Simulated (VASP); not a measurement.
Si, 4 atoms in the cell. The cell holds a slab with vacuum, 4 atoms: a = 3.848 Å, b = 3.848 Å, c = 18.442 Å, α = 90.00°, β = 90.00°, γ = 120.00°. 

| Property | Result |
| --- | --- |
| Program | VASP 6.6.1 |
| Task | single point |
| Functional | PBE |
| Dispersion | D3(BJ) |
| Potentials or basis | VASP PAW PBE potentials, release 64 (Si) |
| Cutoff | 520 eV |
| k mesh | 9 × 9 × 1 |
| Occupations | gaussian, width 0.1 eV |
| Spin | no spin polarisation |
| Dipole correction | yes |
| Further INCAR settings | ALGO = Normal; EDIFF = 1e-06; NBANDS = 16 |

Potentials or basis: VASP PAW PBE potentials, release 64 (Si).

Run with:

```bash
$ cat potpaw_PBE.64/Si/POTCAR > POTCAR
$ mpirun -np 1 vasp_std > vasp.out
```

Hardware: 1 thread of Intel(R) Xeon(R) 6975P-C (Granite Rapids) (shared host).

Question: How long does it take, and how much memory?

Answer: Wall time 74 s on 1 thread of Intel(R) Xeon(R) 6975P-C (Granite Rapids), with other jobs on the host, peak memory 0.35 GiB. Counts: scf iterations 23, k points 12.
